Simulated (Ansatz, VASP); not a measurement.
# BAs in VASP and in Ansatz

```xyz
2
Lattice="0.0000 2.4045 2.4045 2.4045 0.0000 2.4045 2.4045 2.4045 0.0000" Properties=species:S:1:pos:R:3 pbc="T T T"
B     0.0000    0.0000    0.0000
As    1.2023    1.2023    1.2023
```

Alike in both runs: task single point; functional PBE; k mesh 10 × 10 × 10; occupations gaussian, width 0.02 eV; no spin polarisation.

```csv
,VASP,Ansatz
version,VASP 6.6.1,Ansatz 0.2.0
potentials or method,"VASP PAW PBE potentials, release 64 (B, As), cutoff 500 eV","scalar-relativistic, plane waves, PAW"
valence electrons in the cell,8,18
```

VASP gave:

| Quantity | Value |
| --- | --- |
| gap on the k mesh at the Fermi level (eV) | 1.20 |
| least direct gap on the mesh (eV) | 3.25 |
| pressure (GPa) | 0.6 |

Q: What did Ansatz give for the same quantities?

A: gap on the k mesh at the Fermi level (eV): 1.20; least direct gap on the mesh (eV): 3.25; pressure (GPa): 0.0.

The functional is the same, so the differences come from potentials, cutoffs and numerics. VASP's potentials hold 8 valence electrons a cell and Ansatz's 18, so a difference there can come from the potentials and not from the codes.
